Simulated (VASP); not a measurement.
# In (P6_3/mmc) in VASP: a series of runs, part 2 of 2

VASP 6.6.1.

### Step 3. Relaxation of cell and atoms, PBE0

Contents of POSCAR:

```
In
1.0
    3.3354847820      0.0000000000      0.0000000000
   -1.6677423910      2.8886145552      0.0000000000
    0.0000000000      0.0000000000      5.5091429200
In
2
Direct
    0.6666666667      0.3333333333      0.7500000000
    0.3333333333      0.6666666667      0.2500000000
```

Contents of INCAR.step1:

```
SYSTEM = In
PREC = Accurate ; ENCUT = 600
EDIFF = 1E-5 ; ISMEAR = -1
SIGMA = 0.05 ; LREAL = .FALSE.
LASPH = .TRUE. ; NELM = 60
ALGO = Normal ; LWAVE = .TRUE.
LCHARG = .FALSE. ; GGA = PE
NBANDS = 20
```

Contents of INCAR.step2:

```
SYSTEM = In
PREC = Accurate ; ENCUT = 600
EDIFF = 1E-6 ; ISMEAR = -1
SIGMA = 0.05 ; LREAL = .FALSE.
LASPH = .TRUE. ; NELM = 60
ALGO = Normal ; ISIF = 3
LWAVE = .FALSE. ; LCHARG = .FALSE.
GGA = PE ; LHFCALC = .TRUE.
AEXX = 0.25 ; PRECFOCK = Normal
IBRION = 2 ; NSW = 60
EDIFFG = -0.01 ; ISTART = 1
```

Contents of KPOINTS:

```
Automatic mesh
0
G
  5 5 3
  0 0 0
```

Potentials or basis: VASP PAW PBE potentials, release 64 (In_d).

Started as:

```
$ cat potpaw_PBE.64/In_d/POTCAR > POTCAR
$ cp INCAR.step1 INCAR
$ mpirun -np 1 vasp_std > vasp.out
$ cp INCAR.step2 INCAR
$ mpirun -np 1 vasp_std > vasp.out
```

OUTCAR:

```text
SYSTEM = In
   PREC = Accurate
   ENCUT = 600
   EDIFF = 1E-6
   ISMEAR = -1
   LREAL = .FALSE.
   LASPH = .TRUE.
   NELM = 60
   ISIF = 3
   GGA = PE
   LHFCALC = .TRUE.
   AEXX = 0.25
   PRECFOCK = Normal
   IBRION = 2
   NSW = 60
   EDIFFG = -0.01
   ISTART = 1

 ion  position               nearest neighbor table
   1  0.667  0.333  0.750-   2 3.36   2 3.36   2 3.36   2 3.36   2 3.36   2 3.36
   2  0.333  0.667  0.250-   1 3.36   1 3.36   1 3.36   1 3.36   1 3.36   1 3.36

  LATTYP: Found a hexagonal cell.
 ALAT       =     3.3354847820
 C/A-ratio  =     1.6516768266

  Lattice vectors:

 A1 = (   3.3354847820,   0.0000000000,   0.0000000000)
 A2 = (  -1.6677423910,   2.8886145552,   0.0000000000)
 A3 = (   0.0000000000,   0.0000000000,   5.5091429200)

Analysis of symmetry for initial positions (statically):
=====================================================================
 Subroutine PRICEL returns:
 Original cell was already a primitive cell.

 Routine SETGRP: Setting up the symmetry group for a
 hexagonal supercell.

 Subroutine GETGRP returns: Found 24 space group operations
[... 147 lines left out ...]
 maximum number of plane-waves:      1804
 NGX is ok and might be reduce to    28
  NGX = 20; NGY = 20; NGZ = 36

--------------------------------------- Ionic step        1  -------------------------------------------

 number of electron      25.9999998 magnetization

 Free energy of the ion-electron system (eV)
  ---------------------------------------------------
  ext. energy  EPLUGINS =         0.00000000
  ---------------------------------------------------
  free energy    TOTEN  =        -6.46055989 eV

  energy without entropy =       -6.45036848  energy(sigma->0) =       -6.45546418

------------------------ aborting loop because EDIFF is reached ----------------------------------------

  FORCE on cell =-STRESS in cart. coord.  units (eV):
  Direction    XX          YY          ZZ          XY          YZ          ZX
  --------------------------------------------------------------------------------------
  -------------------------------------------------------------------------------------
  Total       -0.1131124     -0.1131124      0.0709600      0.0000000      0.0000000      0.0000000
  in kB       -3.4141949     -3.4141949      2.1418614      0.0000000      0.0000000      0.0000000
  external PRESSURE =      -1.5621761 kB  Pullay stress =       0.0000000 kB
[... 239 lines left out ...]
--------------------------------------- Ionic step        8  -------------------------------------------

 number of electron      25.9999997 magnetization

 Free energy of the ion-electron system (eV)
  ---------------------------------------------------
  ext. energy  EPLUGINS =         0.00000000
  ---------------------------------------------------
  free energy    TOTEN  =        -6.46092230 eV

  energy without entropy =       -6.45072955  energy(sigma->0) =       -6.45582592

 E-fermi :   7.4438     XC(G=0):  -8.0488

 val. band max:        7.4090826443   @ k =   0.4000   0.0000   0.3333
 cond. band min:       8.1299919495   @ k =   0.0000   0.0000   0.3333
 fundamental gap:      0.7209093052
 Fermi energy:         7.4437523464

 k-point     1 :       0.0000    0.0000    0.0000
  band No.  band energies     occupation
      1      -9.8266      2.00000
      2      -9.7718      2.00000
      3      -9.7472      2.00000
      4      -9.7472      2.00000
      5      -9.7209      2.00000
      6      -9.7209      2.00000
[... 218 lines left out ...]
  FREE ENERGIE OF THE ION-ELECTRON SYSTEM (eV)
  ---------------------------------------------------
  free  energy   TOTEN  =        -6.4609222960 eV

  energy  without entropy=       -6.4507295487  energy(sigma->0) =       -6.45582592

 reached required accuracy - stopping structural energy minimisation
```

OUTCAR.step1:

```text
SYSTEM = In
   PREC = Accurate
   ENCUT = 600
   EDIFF = 1E-5
   ISMEAR = -1
   LREAL = .FALSE.
[... 437 lines left out ...]
      1.66774      0.96287      4.13186        -0.000000      0.000000      0.000000
     -0.00000      1.92574      1.37729         0.000000      0.000000      0.000000
 -----------------------------------------------------------------------------------
    total drift:                                0.000000     -0.000000      0.000000

  FREE ENERGIE OF THE ION-ELECTRON SYSTEM (eV)
  ---------------------------------------------------
  free  energy   TOTEN  =        -5.1320356637 eV

  energy  without entropy=       -5.1214221524  energy(sigma->0) =       -5.12672891
```

OSZICAR.step1:

```text
N       E                     dE             d eps       ncg     rms          rms(c)
DAV:   1     0.219734624194E+03    0.21973E+03   -0.14225E+04   408   0.201E+03
DAV:   2     0.118263539808E+02   -0.20791E+03   -0.20400E+03   404   0.399E+02
DAV:   3    -0.467681252978E+01   -0.16503E+02   -0.16372E+02   480   0.126E+02
DAV:   4    -0.515653980365E+01   -0.47973E+00   -0.47944E+00   472   0.232E+01
DAV:   5    -0.518694977059E+01   -0.30410E-01   -0.30409E-01   604   0.476E+00    0.321E+00
DAV:   6    -0.514153559146E+01    0.45414E-01   -0.80811E-02   552   0.468E+00    0.151E+00
DAV:   7    -0.513258860681E+01    0.89470E-02   -0.24486E-02   544   0.231E+00    0.349E-01
DAV:   8    -0.513201284133E+01    0.57577E-03   -0.17969E-03   508   0.555E-01    0.377E-02
DAV:   9    -0.513202924358E+01   -0.16402E-04   -0.46215E-05   468   0.517E-02    0.191E-02
DAV:  10    -0.513203566371E+01   -0.64201E-05   -0.88213E-06   228   0.438E-02
   1 F= -.51320357E+01 E0= -.51267289E+01  d E =-.106135E-01
```

Run time: 2.4 h. Hardware: 1 thread of Oxide Virtual Turin-like, shared host; peak memory 0.18 GiB.

Results:

| Quantity | Value |
| --- | --- |
| Free energy | -6.4609 eV |
| Relaxed volume | 26.50 Å³/atom |
| Relaxed cell | a = 3.328 Å, b = 3.328 Å, c = 5.525 Å, α = 90.00°, β = 90.00°, γ = 120.00° |
| Space group after relaxing (to 0.1 Å) | P6_3/mmc (No. 194) |
| Energy gained by relaxing | 0.2 meV/atom |
| Ionic steps | 8 |
| Pressure after relaxing | 0.0 GPa |
| Band gap on the k mesh | zero (bands 13 and 14 overlap by 3.07 eV) |

Step by step:
```
step  energy change (eV)  largest force (eV/Å)  pressure (GPa)  volume (Å³)
   1              0.0000                0.0000           -0.16        53.08
   2             -0.0003                0.0000            0.10        52.88
   3             -0.0003                0.0000            0.10        52.89
   4             -0.0003                0.0000            0.08        52.92
   5             -0.0003                0.0000            0.07        52.93
   6             -0.0003                0.0000            0.03        52.93
   7             -0.0003                0.0000            0.08        52.92
   8             -0.0004                0.0000            0.03        53.01
```

Final structure:
```
In
1.0
     3.32833    0.00000    0.00000
    -1.66416    2.88242    0.00000
     0.00000    0.00000    5.52534
In
2
Direct
  0.66667 0.33333 0.75000
  0.33333 0.66667 0.25000
```

Levels at points of the mesh, in eV from the Fermi level:
| k point | band 10 | band 11 | band 12 | band 13 | band 14 | band 15 | band 16 | band 17 |
| --- | --- | --- | --- | --- | --- | --- | --- | --- |
| (0.00, 0.00, 0.00) | -16.90 | -11.27 | -5.48 | -4.31 | 9.60 | 9.60 | 11.42 | 11.42 |

Caveat: the k points lie up to 0.44 Å⁻¹ apart in the final cell, too coarse for converged energies and pressures of a metal; the PAW data sets were made with another functional, which shifts forces and pressure a little; spin-orbit coupling is left out, which moves the levels of the heavy elements.

The gap in the log of VASP goes by the Fermi energy; the results here count the filled bands.